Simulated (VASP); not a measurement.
NiO:

```
O Ni
1.0
     4.17710    2.08855    2.08855
     2.08855    4.17710    2.08855
     2.08855    2.08855    4.17710
O Ni
2 2
Direct
  0.25000 0.25000 0.25000
  0.75000 0.75000 0.75000
  0.00000 0.00000 0.00000
  0.50000 0.50000 0.50000
```

Base run:

```yaml
Program: VASP 6.6.1
Functional: PBE
Potentials_or_basis: VASP PAW PBE potentials, release 64 (O, Ni)
Cutoff: 520 eV
k_mesh: 8 × 8 × 8
Occupations: fermi-dirac, width 0.03 eV
Spin: collinear spin, antiferromagnetic start
Starting_moments: "[0.0, 0.0, 2.0, -2.0] μB"
Hubbard_terms: Ni d U = 6.6 eV
```

Its results: band gap on the k mesh 3.46 eV; pressure 0.4 GPa.

**Question.** The run is repeated on the same cell with these changes: spin from collinear spin, antiferromagnetic start to no spin polarisation; further incar settings from ALGO = Normal; EDIFF = 1e-06; NBANDS = 28 to ALGO = Normal; EDIFF = 1e-07; NBANDS = 24. What comes out?

**Answer.** Band gap on the k mesh zero (band 16 reaches 7.49 eV, above the bottom of band 17 at 7.01 eV); pressure -12.0 GPa.

Caveats: U without spin polarisation on a metal has little footing (some runs).

A k mesh can miss the band edges.
